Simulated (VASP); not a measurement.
Write the native input for VASP 6.6.1 that does the following.

| Quantity | Value |
| --- | --- |
| Task | single point |
| Functional | PBEsol |
| Potentials or basis | VASP PAW PBE potentials, release 64 (Al, Cu) |
| Cutoff | 520 eV |
| k mesh | 18 × 18 × 8 |
| Occupations | gaussian, width 0.1 eV |
| Spin | no spin polarisation |
| Dipole correction | no |
| Further INCAR settings | ALGO = Fast; EDIFF = 1e-06; NBANDS = 18 |

The structure of Al3Cu lies in POSCAR:

```
Al3Cu
1.0
    2.8074798404      0.0000000000      0.0000000000
    0.0000000000      2.8074798404      0.0000000000
    0.0000000000      0.0000000000      7.5573393685
Al Cu
3 1
Direct
    0.0000000000      0.0000000000      0.5000000000
    0.5000000000      0.5000000000      0.2206884218
    0.5000000000      0.5000000000      0.7793115782
    0.0000000000      0.0000000000      0.0000000000
```

This cell differs from its parent crystal: biaxial strain in the a-b plane: +1.0 %.

The input as run:

INCAR

```
SYSTEM = Al3Cu
PREC = Accurate ; ENCUT = 520
EDIFF = 1E-6 ; ISMEAR = 0
SIGMA = 0.1 ; LREAL = .FALSE.
LASPH = .TRUE. ; NELM = 60
ALGO = Fast ; ISIF = 2
LWAVE = .FALSE. ; LCHARG = .TRUE.
GGA = PS ; LELF = .TRUE.
LVHAR = .TRUE. ; NBANDS = 18
```

KPOINTS

```
Automatic mesh
0
G
  18 18 8
  0 0 0
```

Potentials or basis: VASP PAW PBE potentials, release 64 (Al, Cu).

The run is started by

```console
$ cat potpaw_PBE.64/Al/POTCAR potpaw_PBE.64/Cu/POTCAR > POTCAR
$ mpirun -np 1 vasp_std > vasp.out
```

It gave:

```
Pressure               : -1.4 GPa
Largest force          : 0.021 eV/Å
Band gap on the k mesh : zero (bands 10 and 11 overlap by 6.37 eV)
```

Caveat: the cell differs from its parent crystal (biaxial strain in the a-b plane: +1.0 %); the PAW data sets were made with another functional, which shifts forces and pressure a little.

It took 2.9 min on 1 thread of AMD EPYC 9R45 96-Core Processor (Zen 5) (shared host), peak memory 0.36 GiB.
